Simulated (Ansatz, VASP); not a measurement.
# MgO: VASP beside Ansatz

POSCAR

```
MgO
1.0
    3.2882172536      0.0000000000      0.0000000000
   -1.6441086268      2.8476796748      0.0000000000
    0.0000000000      0.0000000000      4.9336788147
Mg O
2 2
Direct
    0.3333333333      0.6666666667     -0.0132222247
    0.6666666667      0.3333333333      0.4867777753
    0.3333333333      0.6666666667      0.3882222247
    0.6666666667      0.3333333333      0.8882222247
```

File INCAR.step1:

```
ALGO = Normal ; EDIFF = 1E-4
ENCUT = 520 ; GGA = PE
ISMEAR = 0 ; LASPH = True
LCHARG = False ; LREAL = False
LWAVE = True ; NBANDS = 16
NELM = 100 ; PREC = Accurate
SIGMA = 0.01
```

Contents of INCAR.step2:

```
ALGO = Normal ; EDIFF = 1E-6
ENCUT = 520 ; ISIF = 2
ISMEAR = 0 ; ISTART = 1
LASPH = True ; LCHARG = False
LMIXTAU = True ; LREAL = False
LWAVE = False ; METAGGA = R2SCAN
NBANDS = 16 ; NELM = 100
PREC = Accurate ; SIGMA = 0.01
```

Contents of KPOINTS:

```
k-points
0
Gamma
  12 12 6
```

Input for Ansatz:

```yaml
crystal:
  lattice:
    - [3.2882172536, 0.0, 0.0]
    - [-1.6441086268, 2.8476796748, 0.0]
    - [0.0, 0.0, 4.9336788147]
  atoms:
    - { symbol: Mg, position: [0.3333333333, 0.6666666667, -0.0132222247] }
    - { symbol: Mg, position: [0.6666666667, 0.3333333333, 0.4867777753] }
    - { symbol: O, position: [0.3333333333, 0.6666666667, 0.3882222247] }
    - { symbol: O, position: [0.6666666667, 0.3333333333, 0.8882222247] }
kpoints:
  mp_grid: { grid: [12, 12, 6] }
  band_path:
    path:
      - [0.0, 0.0, 0.0]
      - [0.5, 0.0, 0.0]
      - [0.3333333333, 0.3333333333, 0.0]
      - [0.0, 0.0, 0.5]
      - [0.5, 0.0, 0.5]
      - [0.3333333333, 0.3333333333, 0.5]
    npoints: 1
hamiltonian:
  xc: r2scan
scf:
  occupations: { method: fixed }
  n_extra_bands: 5
output:
  forces: true
  stress: true
  eigenvalues: true
  write_density: true
  write_potential: true
  elf: true
  volumetric_format: npy
```

Change from the starting cell: uniaxial_z strain -2.0%.

Alike in both runs: task single point; functional r2SCAN; k mesh 12 × 12 × 6; no spin polarisation.

```csv
,VASP,Ansatz
version,VASP 6.6.1,Ansatz 0.2.0
potentials or method,"VASP PAW PBE potentials, release 64 (Mg, O)","plane waves, PAW"
plane-wave cutoff (eV),520,500
occupations,"gaussian, width 0.01 eV",fixed
valence electrons in the cell,16,32
```

|  | VASP | Ansatz | Ansatz less VASP |
| --- | --- | --- | --- |
| gap on the k mesh at the Fermi level (eV) | 4.24 | 4.26 | +0.016 |
| pressure (GPa) | 1.7 | 2.2 | +0.54 |
| traceless stress, the component that is largest in VASP (GPa) | 0.07 | 0.02 | -0.049 |

VASP's potentials were made for PBE, not for r2SCAN. VASP's potentials hold 16 valence electrons a cell and Ansatz's 32, so a difference there can come from the potentials and not from the codes.
